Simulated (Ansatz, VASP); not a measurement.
## Cu: VASP beside Ansatz

```
Cu
1.0
     2.66080    0.00000    0.00000
    -1.33040    2.30432    0.00000
     0.00000    0.00000    4.00976
Cu
2
Direct
  0.33333 0.66667 0.25000
  0.66667 0.33333 0.75000
```

Change from the starting cell: strain +0.050 along x and y, -0.025 along z, atoms carried along.

Alike in both runs: task single point; functional PBEsol; k mesh 24 × 24 × 12; occupations gaussian, width 0.15 eV; no spin polarisation.

|  | VASP | Ansatz |
| --- | --- | --- |
| version | VASP 6.6.1 | Ansatz 0.2.0 |
| potentials or method | VASP PAW PBE potentials, release 64 (Cu), cutoff 520 eV | scalar-relativistic, plane waves, PAW |
| valence electrons in the cell | 22 | 38 |

VASP gave:

```
gap on the k mesh at the Fermi level (eV)                     : none
pressure (GPa)                                                : -9.5
traceless stress, the component that is largest in VASP (GPa) : 7.19
```

What did Ansatz give for the same quantities?

gap on the k mesh at the Fermi level (eV): none; pressure (GPa): -10.2; traceless stress, the component that is largest in VASP (GPa): 7.27.

VASP's potentials were made for PBE, not for PBEsol. A gap of «none» marks a metal or a gap that the smearing closes. With one functional, cell and mesh, what is left measures potentials, basis and numerics. VASP's potentials hold 22 valence electrons a cell and Ansatz's 38, so a difference there can come from the potentials and not from the codes.
